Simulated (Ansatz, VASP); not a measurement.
**Two plane-wave programs on TiSi**

Contents of INCAR:

```
SYSTEM = TiSi
ALGO = Normal
EDIFF = 1E-6
ENCUT = 500
GGA_COMPAT = .False.
ISIF = 2
ISMEAR = 0
LASPH = .True.
LCHARG = .False.
LREAL = .False.
LWAVE = .False.
NBANDS = 15
NELM = 120
PREC = Accurate
SIGMA = 0.05
```

The input KPOINTS:

```
k-points
0
Gamma
  6 6 6
  0 0 0
```

The input POSCAR:

```
TiSi
1.0
    0.0000000000      2.6100000000      2.6100000000
    2.6100000000      0.0000000000      2.6100000000
    2.6100000000      2.6100000000      0.0000000000
Ti Si
1 1
Direct
    0.0000000000      0.0000000000      0.0000000000
    0.5000000000      0.5000000000      0.5000000000
```

Input for Ansatz:

```yaml
crystal:
  lattice:
    - [0.0, 2.61, 2.61]
    - [2.61, 0.0, 2.61]
    - [2.61, 2.61, 0.0]
  atoms:
    - { symbol: Ti, position: [0.0, 0.0, 0.0] }
    - { symbol: Si, position: [0.5, 0.5, 0.5] }
basis:
  ecutwfc: 420
kpoints:
  mp_grid: { grid: [6, 6, 6] }
hamiltonian:
  xc: lda
scf:
  occupations: { method: gaussian, width: 0.05 }
output:
  forces: true
  stress: true
  eigenvalues: true
```

Alike in both runs: task single point; functional LDA; k mesh 6 × 6 × 6; occupations gaussian, width 0.05 eV; no spin polarisation.

|  | VASP | Ansatz |
| --- | --- | --- |
| version | VASP 6.6.1 | Ansatz 0.2.0 |
| potentials or method | VASP PAW LDA potentials, release 64 (Ti_sv, Si), cutoff 500 eV | scalar-relativistic, plane waves, PAW |
| valence electrons in the cell | 16 | 16 |

```tsv
	VASP	Ansatz	Ansatz less VASP
gap on the k mesh at the Fermi level (eV)	none	none	-
pressure (GPa)	-13.4	-13.5	-0.06
```

LDA's correlation is that of Perdew and Zunger in VASP and of Perdew and Wang (1992) in Ansatz. A gap of «none» marks a metal or a gap that the smearing closes.
